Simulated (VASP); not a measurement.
# Al2InSb3 (P3m1) in VASP: single point with PBE

Aim: the single point of Al2InSb3 with PBE.

All numbers are computed with VASP 6.6.1; they aren't measurements. Logs are shortened: lines on timing, memory, paths and dates and some standing lists are left out, and cuts for length are marked.

## (1) The cell of the first run

Symmetry: P3m1, No. 156, trigonal system. The conventional cell has a = 4.493 Å, b = 4.493 Å, c = 11.027 Å, α = 90.00°, β = 90.00°, γ = 120.00°. Within 3.5 Å of Al (site symmetry 3m) lie 4 Sb at 2.68 to 2.73 Å. Al (site symmetry 3m) has 4 Sb at 2.70 to 2.73 Å within 3.6 Å. Within 3.7 Å of In (site symmetry 3m) lie 4 Sb at 2.81 to 2.86 Å. Within 3.6 Å of Sb (site symmetry 3m) lie 3 Al at 2.73 Å and 1 In at 2.86 Å. Sb (site symmetry 3m) has 1 Al at 2.68 Å and 3 In at 2.81 Å within 3.5 Å. Sb (site symmetry 3m) has 4 Al at 2.70 to 2.73 Å within 3.6 Å.

## (2) Single point, PBE

INCAR

```
ALGO = Normal
EDIFF = 1E-6
ENCUT = 520
GGA = PE
ISIF = 2
ISMEAR = 0
LASPH = True
LCHARG = True
LELF = True
LREAL = False
LVHAR = True
LWAVE = False
NBANDS = 26
NELM = 60
PREC = Accurate
SIGMA = 0.02
```

KPOINTS

```
k-points
0
Gamma
  12 12 4
```

POSCAR

```
Al2InSb3
1.0
    4.4933264382      0.0000000000      0.0000000000
   -2.2466632191      3.8913348430      0.0000000000
    0.0000000000      0.0000000000     11.0271844684
Al In Sb
2 1 3
Direct
    0.3333333333      0.6666666667      0.4110926452
    0.6666666667      0.3333333333      0.0882312317
    0.0000000000      0.0000000000      0.7516653650
    0.0000000000      0.0000000000      0.0111339121
    0.3333333333      0.6666666667      0.6545421322
    0.6666666667      0.3333333333      0.3333347138
```

Potentials or basis: VASP PAW PBE potentials, release 64 (Al, In_d, Sb).

Command:

```console
cat potpaw_PBE.64/Al/POTCAR potpaw_PBE.64/In_d/POTCAR potpaw_PBE.64/Sb/POTCAR > POTCAR
mpirun -np 1 vasp_std > vasp.out
```

OUTCAR:

```text
EDIFF = 1E-6
   ENCUT = 520
   GGA = PE
   ISIF = 2
   ISMEAR = 0
   LASPH = True
   LREAL = False
   NELM = 60
   PREC = Accurate

 ion  position               nearest neighbor table
   1  0.333  0.667  0.411-   5 2.68   6 2.73   6 2.73   6 2.73
   2  0.667  0.333  0.088-   6 2.70   4 2.73   4 2.73   4 2.73
   3  0.000  0.000  0.752-   5 2.81   5 2.81   5 2.81   4 2.86
   4  0.000  0.000  0.011-   2 2.73   2 2.73   2 2.73   3 2.86
   5  0.333  0.667  0.655-   1 2.68   3 2.81   3 2.81   3 2.81
   6  0.667  0.333  0.333-   2 2.70   1 2.73   1 2.73   1 2.73

  LATTYP: Found a hexagonal cell.
 ALAT       =     4.4933264382
 C/A-ratio  =     2.4541249384

  Lattice vectors:

 A1 = (   4.4933264382,   0.0000000000,   0.0000000000)
 A2 = (  -2.2466632191,   3.8913348430,   0.0000000000)
 A3 = (   0.0000000000,   0.0000000000,  11.0271844684)

Analysis of symmetry for initial positions (statically):
=====================================================================
 Subroutine PRICEL returns:
 Original cell was already a primitive cell.

 Routine SETGRP: Setting up the symmetry group for a
 hexagonal supercell.

 Subroutine GETGRP returns: Found  6 space group operations
 (whereof  6 operations were pure point group operations)
 out of a pool of 24 trial point group operations.

The static configuration has the point symmetry C_3v.

Analysis of symmetry for dynamics (positions and initial velocities):
=====================================================================
 Subroutine PRICEL returns:
 Original cell was already a primitive cell.

 Routine SETGRP: Setting up the symmetry group for a
 hexagonal supercell.

 Subroutine GETGRP returns: Found  6 space group operations
 (whereof  6 operations were pure point group operations)
 out of a pool of 24 trial point group operations.

The dynamic configuration has the point symmetry C_3v.

 Subroutine INISYM returns: Found  6 space group operations
 (whereof  6 operations are pure point group operations),
 and found     1 'primitive' translations

----------------------------------------------------------------------------------------

                                     Primitive cell

  volume of cell :     192.8107

  direct lattice vectors                    reciprocal lattice vectors
     4.493326438  0.000000000  0.000000000     0.222552270  0.128490613  0.000000000
    -2.246663219  3.891334843  0.000000000     0.000000000  0.256981226  0.000000000
     0.000000000  0.000000000 11.027184468     0.000000000  0.000000000  0.090684980

  length of vectors
     4.493326438  4.493326438 11.027184468     0.256981226  0.256981226  0.090684980

  position of ions in fractional coordinates (direct lattice)
     0.333333333  0.666666667  0.411092645
     0.666666667  0.333333333  0.088231232
     0.000000000  0.000000000  0.751665365
     0.000000000  0.000000000  0.011133912
     0.333333333  0.666666667  0.654542132
     0.666666667  0.333333333  0.333334714

  ion indices of the primitive-cell ions
   primitive index   ion index
                 1           1
                 2           2
                 3           3
                 4           4
                 5           5
                 6           6

----------------------------------------------------------------------------------------

 KPOINTS: k-points

Automatic generation of k-mesh.
 Grid dimensions read from file:
 generate k-points for:   12   12    4

 Generating k-lattice:

  Cartesian coordinates                     Fractional coordinates (reciprocal lattice)
     0.018546023  0.010707551  0.000000000     0.083333333  0.000000000  0.000000000
     0.000000000  0.021415102  0.000000000     0.000000000  0.083333333  0.000000000
     0.000000000  0.000000000  0.022671245     0.000000000  0.000000000  0.250000000

  Length of vectors
     0.021415102  0.021415102  0.022671245

  Shift w.r.t. Gamma in fractional coordinates (k-lattice)
     0.000000000  0.000000000  0.000000000

 Subroutine IBZKPT returns following result:
 ===========================================

 Found     69 irreducible k-points:

 Following reciprocal coordinates:
            Coordinates               Weight
  0.000000  0.000000  0.000000      1.000000
  0.083333  0.000000  0.000000      6.000000
  0.166667  0.000000  0.000000      6.000000
  0.250000 -0.000000  0.000000      6.000000
  0.333333  0.000000  0.000000      6.000000
  0.416667  0.000000  0.000000      6.000000
[... 16 lines left out ...]
  0.166667  0.000000  0.250000      6.000000
  0.000000  0.166667  0.250000      6.000000
 [... further k-points ...]
   k-points           NKPTS =     69   k-points in BZ     NKDIM =     69   number of bands    NBANDS=     26
   number of dos      NEDOS =    301   number of ions     NIONS =      6
   total plane-waves  NPLWV = 108864
   dimension x,y,z NGX =    36 NGY =   36 NGZ =   84
   dimension x,y,z NGXF=    72 NGYF=   72 NGZF=  168
   ions per type =               2   1   3
   NGX,Y,Z   is equivalent  to a cutoff of  13.32, 13.32, 12.66 a.u.
   NGXF,Y,Z  is equivalent  to a cutoff of  26.64, 26.64, 25.33 a.u.
 SYSTEM =  unknown system
   PREC   = accura    normal or accurate (medium, high low for compatibility)
   ISTART =      0    job   : 0-new  1-cont  2-samecut
   ICHARG =      2    charge: 1-file 2-atom 10-const
   ISPIN  =      1    spin polarized calculation?
   LNONCOLLINEAR =      F non collinear calculations
   LSORBIT =      F    spin-orbit coupling
   LASPH  =      T    aspherical Exc in radial PAW
   ENCUT  =  520.0 eV  38.22 Ry    6.18 a.u.   8.35  8.35 20.50*2*pi/ulx,y,z
   NELM   =     60;   NELMIN=  2; NELMDL= -5     # of ELM steps
   EDIFF  = 0.1E-05   stopping-criterion for ELM
   LREAL  =      F    real-space projection
   EDIFFG = 0.1E-04   stopping-criterion for IOM
   NSW    =      0    number of steps for IOM
   IBRION =     -1    ionic relax: 0-MD 1-quasi-New 2-CG
   NFREE  =      0    steps in history (QN), initial steepest desc. (CG)
   ISIF   =      2    stress and relaxation
   ISYM   =      2    0-nonsym 1-usesym 2-fastsym
   POTIM  = 0.5000    time-step for ionic-motion
   TEBEG  =    0.0;   TEEND  =   0.0 temperature during run
   PSTRESS=    0.0 pullay stress
   NELECT =      34.0000    total number of electrons
   NUPDOWN=      -1.0000    fix difference up-down
   EMIN   =  10.00;   EMAX   =-10.00  energy-range for DOS
   EFERMI =   0.00;   METHOD = LEGACY
   ISMEAR =     0;   SIGMA  =   0.02  broadening in eV -4-tet -1-fermi 0-gaus
   EFERMI_NEDOS =   21; number of points for ismear=-14 and -15
   IALGO  =     38    algorithm
   IMIX   =      4    mixing-type and parameters
     AMIX     =   0.40;   BMIX     =  1.00
     AMIX_MAG =   1.60;   BMIX_MAG =  1.00
  volume/ion in A,a.u.               =      32.14       216.86
  Fermi-wavevector in a.u.,A,eV,Ry     =   0.918031  1.734827 11.466733  0.842781
  Thomas-Fermi vector in A             =   2.043067
   LORBIT       =      0    0 simple, 1 ext, 2 COOP (PROOUT), +10 PAW based schemes
   GGA     = PE    functional components
   LHFCALC =     F    Hartree Fock is set to
   AEXX    =    0.0000 exact exchange contribution
   IVDW    =     0    specifies the selected vdW correction
   LEPSILON=     F    determine dielectric tensor
   LRPA    =     F    only Hartree local field effects (RPA)
 non-spin polarized calculation
 Gauss-broadening in eV      SIGMA  =   0.02
  energy-cutoff  :      520.00
  volume of cell :      192.81
 maximum number of plane-waves:      5231
 NGX is ok and might be reduce to    36
   NGX = 17   NGY = 17   NGZ = 41

 number of electron      34.0000000 magnetization

 Free energy of the ion-electron system (eV)
  ---------------------------------------------------
  ext. energy  EPLUGINS =         0.00000000
  ---------------------------------------------------
  free energy    TOTEN  =       -23.28822447 eV

  energy without entropy =      -23.28822447  energy(sigma->0) =      -23.28822447

 E-fermi :   4.7059     XC(G=0):  -8.4719

 val. band max:        4.5951012501   @ k =   0.0000   0.0000   0.0000
 cond. band min:       5.0424757675   @ k =   0.0000   0.0000   0.0000
 fundamental gap:      0.4473745174
 Fermi energy:         4.7059496148

 k-point     1 :       0.0000    0.0000    0.0000
  band No.  band energies     occupation
      1      -9.8563      2.00000
      2      -9.8391      2.00000
      3      -9.8391      2.00000
      4      -9.7656      2.00000
      5      -9.7656      2.00000
      6      -5.9998      2.00000
[... 18 lines left out ...]
     25       7.9772      0.00000
     26       8.5449      0.00000

 k-point     2 :       0.0833    0.0000    0.0000
  band No.  band energies     occupation
      1      -9.8588      2.00000
      2      -9.8382      2.00000
      3      -9.8374      2.00000
      4      -9.7664      2.00000
      5      -9.7654      2.00000
      6      -5.9464      2.00000
[... 18 lines left out ...]
     25       8.1170      0.00000
     26       8.4611      0.00000

 k-point     3 :       0.1667    0.0000    0.0000
  band No.  band energies     occupation
      1      -9.8664      2.00000
      2      -9.8353      2.00000
      3      -9.8330      2.00000
      4      -9.7686      2.00000
      5      -9.7647      2.00000
      6      -5.7898      2.00000
[... 18 lines left out ...]
     25       8.5205      0.00000
     26       8.5250      0.00000

 k-point     4 :       0.2500   -0.0000    0.0000
  band No.  band energies     occupation
      1      -9.8774      2.00000
      2      -9.8307      2.00000
      3      -9.8275      2.00000
      4      -9.7713      2.00000
      5      -9.7632      2.00000
      6      -5.5423      2.00000
[... 18 lines left out ...]
     25       9.0053      0.00000
     26       9.0626      0.00000

 k-point     5 :       0.3333    0.0000    0.0000
  band No.  band energies     occupation
      1      -9.8885      2.00000
      2      -9.8261      2.00000
      3      -9.8226      2.00000
      4      -9.7738      2.00000
      5      -9.7610      2.00000
      6      -5.2300      2.00000
[... 18 lines left out ...]
     25       9.2327      0.00000
     26       9.4274      0.00000

 k-point     6 :       0.4167    0.0000    0.0000
  band No.  band energies     occupation
      1      -9.8966      2.00000
      2      -9.8228      2.00000
      3      -9.8195      2.00000
      4      -9.7754      2.00000
      5      -9.7590      2.00000
      6      -4.9053      2.00000
[... 427 lines left out ...]
 k-point    21 :       0.0833    0.0000    0.2500
  band No.  band energies     occupation
      1      -9.8588      2.00000
      2      -9.8382      2.00000
      3      -9.8374      2.00000
      4      -9.7664      2.00000
      5      -9.7654      2.00000
      6      -5.8878      2.00000
[... 18 lines left out ...]
     25       8.1739      0.00000
     26       8.3161      0.00000

 k-point    22 :       0.0000    0.0833    0.2500
  band No.  band energies     occupation
      1      -9.8588      2.00000
      2      -9.8382      2.00000
      3      -9.8374      2.00000
      4      -9.7664      2.00000
      5      -9.7654      2.00000
      6      -5.8875      2.00000
[... 18 lines left out ...]
     25       8.0233      0.00000
     26       8.4244      0.00000

 k-point    23 :       0.1667    0.0000    0.2500
  band No.  band energies     occupation
      1      -9.8664      2.00000
      2      -9.8352      2.00000
      3      -9.8330      2.00000
      4      -9.7686      2.00000
      5      -9.7647      2.00000
      6      -5.7341      2.00000
[... 18 lines left out ...]
     25       8.4508      0.00000
     26       8.6868      0.00000

 k-point    24 :       0.0000    0.1667    0.2500
  band No.  band energies     occupation
      1      -9.8664      2.00000
      2      -9.8352      2.00000
      3      -9.8330      2.00000
      4      -9.7686      2.00000
      5      -9.7647      2.00000
      6      -5.7312      2.00000
[... 18 lines left out ...]
     25       8.5251      0.00000
     26       8.7074      0.00000

 [... further k-points ...]

------------------------ aborting loop because EDIFF is reached ----------------------------------------

  FORCE on cell =-STRESS in cart. coord.  units (eV):
  Direction    XX          YY          ZZ          XY          YZ          ZX
  --------------------------------------------------------------------------------------
  -------------------------------------------------------------------------------------
  Total        0.1237024      0.1237024      0.1252895     -0.0000000      0.0000000      0.0000000
  in kB        1.0279155      1.0279155      1.0411035     -0.0000000      0.0000000      0.0000000
  external PRESSURE =       1.0323115 kB  Pullay stress =       0.0000000 kB

 VOLUME and BASIS-vectors are now :
 -----------------------------------------------------------------------------
  energy-cutoff  :      520.00
  volume of cell :      192.81
      direct lattice vectors                 reciprocal lattice vectors
     4.493326438  0.000000000  0.000000000     0.222552270  0.128490613  0.000000000
    -2.246663219  3.891334843  0.000000000     0.000000000  0.256981226  0.000000000
     0.000000000  0.000000000 11.027184468     0.000000000  0.000000000  0.090684980

 POSITION                                       TOTAL-FORCE (eV/Angst)
 -----------------------------------------------------------------------------------
     -0.00000      2.59422      4.53319         0.000000     -0.000000     -0.008079
      2.24666      1.29711      0.97294         0.000000      0.000000     -0.000961
      0.00000      0.00000      8.28875         0.000000      0.000000     -0.002040
      0.00000      0.00000      0.12278        -0.000000      0.000000     -0.012127
     -0.00000      2.59422      7.21776        -0.000000     -0.000000      0.017545
      2.24666      1.29711      3.67574        -0.000000      0.000000      0.005662
 -----------------------------------------------------------------------------------
    total drift:                               -0.000000      0.000000     -0.000169

  FREE ENERGIE OF THE ION-ELECTRON SYSTEM (eV)
  ---------------------------------------------------
  free  energy   TOTEN  =       -23.2882244705 eV

  energy  without entropy=      -23.2882244705  energy(sigma->0) =      -23.28822447
```

It took 5.6 min on 1 thread of Intel Xeon Platinum 8259CL at 2.50GHz (Skylake/Cascade Lake), shared host; peak memory 0.54 GiB.

What came out:

* Free energy: -23.2882 eV
* Pressure: 0.1 GPa
* Largest force: 0.018 eV/Å
* Band gap on the k mesh: 0.45 eV

Forces on the atoms (eV/Å):
```
Al   0.000  0.000 -0.008
Al   0.000  0.000 -0.001
In   0.000  0.000 -0.002
Sb   0.000  0.000 -0.012
Sb   0.000  0.000  0.018
Sb   0.000  0.000  0.006
```

Levels at points of the mesh, in eV from the valence-band top:
```
           k point  band 15  band 16  band 17  band 18  band 19  band 20
(0.00, 0.00, 0.00)    -0.22     0.00     0.00     0.45     0.80     1.18
(0.50, 0.00, 0.00)    -2.16    -1.56    -1.23     1.12     1.23     1.74
(0.00, 0.00, 0.50)    -0.66    -0.13    -0.13     0.74     1.19     1.55
(0.50, 0.00, 0.50)    -1.89    -1.06    -0.97     0.75     1.22     1.68
```

Caveat: semilocal functionals underestimate gaps, and a narrow one can read as zero; spin-orbit coupling is left out, which moves the levels of the heavy elements.
